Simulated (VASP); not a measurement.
# Pt: single point with PBEsol

Crystal: Pt.

```
Pt
1.0
     2.91434    0.00000    0.00000
    -1.45717    2.52390    0.00000
     0.00000    0.00000    4.30006
Pt
2
Direct
  0.66667 0.33333 0.75000
  0.33333 0.66667 0.25000
```

This isn't the form of Pt at room conditions, which is fcc.

This cell differs from its parent crystal: ratio of the length along z to the lengths across it x 0.85, volume and fractional coordinates fixed.

| Item | Value |
| --- | --- |
| Program | VASP 6.6.1 |
| Task | single point |
| Functional | PBEsol |
| Potentials or basis | VASP PAW PBE potentials, release 64 (Pt) |
| Cutoff | 520 eV |
| k mesh | 24 × 24 × 12 |
| Occupations | gaussian, width 0.15 eV |
| Spin | no spin polarisation |

| Item | Value |
| --- | --- |
| Pressure | -8.4 GPa |
| Band gap on the k mesh | zero (bands 10 and 11 overlap by 1.28 eV) |

Stress tensor (GPa, compression positive):
```
-11.55   0.00   0.00
  0.00 -11.55   0.00
  0.00   0.00  -2.09
```

Levels at points of the mesh, in eV from the Fermi level:
| k point | band 8 | band 9 | band 10 | band 11 | band 12 | band 13 |
| --- | --- | --- | --- | --- | --- | --- |
| (0.00, 0.00, 0.00) | -2.77 | -2.77 | -0.34 | -0.34 | 0.53 | 6.73 |
| (0.50, 0.00, 0.00) | -0.48 | 0.01 | 0.46 | 1.71 | 2.83 | 8.15 |
| (0.00, 0.00, 0.50) | -3.52 | -0.82 | -0.82 | -0.82 | -0.82 | 13.91 |
| (0.50, 0.00, 0.50) | -1.02 | -0.16 | -0.16 | 1.47 | 1.47 | 5.99 |

Run time: 67 s on 1 thread of Intel(R) Xeon(R) 6975P-C (Granite Rapids), on a shared host, peak memory 0.3 GiB.

Caveat: the cell stands under tension; the PAW data sets were made with another functional, which shifts forces and pressure a little; spin-orbit coupling is left out, which moves the levels of the heavy elements.
